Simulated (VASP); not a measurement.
Wanted: the native input for a VASP 6.6.1 run.

| Quantity | Value |
| --- | --- |
| Task | single point |
| Functional | PBE |
| Potentials or basis | VASP PAW PBE potentials, release 64 (Ba_sv, Zr_sv, O) |
| Cutoff | 520 eV |
| k mesh | 6 × 6 × 6 |
| Occupations | gaussian, width 0.05 eV |
| Spin | no spin polarisation |
| Dipole correction | no |
| Further INCAR settings | ALGO = Normal; EDIFF = 1e-07; NBANDS = 28 |

The structure of BaZrO3 lies in POSCAR:

```
BaZrO3
1.0
    3.9724250000      0.0000000000      0.0000000000
    0.0000000000      3.9724250000      0.0000000000
    0.0000000000      0.0000000000      4.1815000000
Ba Zr O
1 1 3
Direct
    0.5000000000      0.5000000000      0.5000000000
    0.0000000000      0.0000000000      0.0000000000
    0.5000000000      0.0000000000      0.0000000000
    0.0000000000      0.5000000000      0.0000000000
    0.0000000000      0.0000000000      0.5000000000
```

This cell differs from its parent crystal: strain -0.0500 x Voigt [1, 1, 0, 0, 0, 0].

The input as run:

INCAR

```
PREC = Accurate ; ENCUT = 520
EDIFF = 1E-7 ; ISMEAR = 0
SIGMA = 0.05 ; LREAL = False
LASPH = True ; NELM = 100
ALGO = Normal ; ISIF = 2
LWAVE = False ; LCHARG = False
GGA = PE ; NBANDS = 28
```

KPOINTS

```
Automatic mesh
0
Gamma
  6 6 6
```

Potentials or basis: VASP PAW PBE potentials, release 64 (Ba_sv, Zr_sv, O).

Run with:

```sh
$ cat potpaw_PBE.64/Ba_sv/POTCAR potpaw_PBE.64/Zr_sv/POTCAR potpaw_PBE.64/O/POTCAR > POTCAR
$ mpirun -np 1 vasp_std > vasp.out
```

It gave:

```
Pressure               : 29.8 GPa
Band gap on the k mesh : 3.26 eV (least direct gap 3.30 eV)
```

Caveat: the cell differs from its parent crystal (strain -0.0500 x Voigt [1, 1, 0, 0, 0, 0]); the cell stands under pressure; spin-orbit coupling is left out, which moves the levels of the heavy elements.

Wall time 89 s on 1 thread of Intel(R) Xeon(R) Platinum 8488C (Sapphire Rapids) (shared host), peak memory 0.22 GiB.
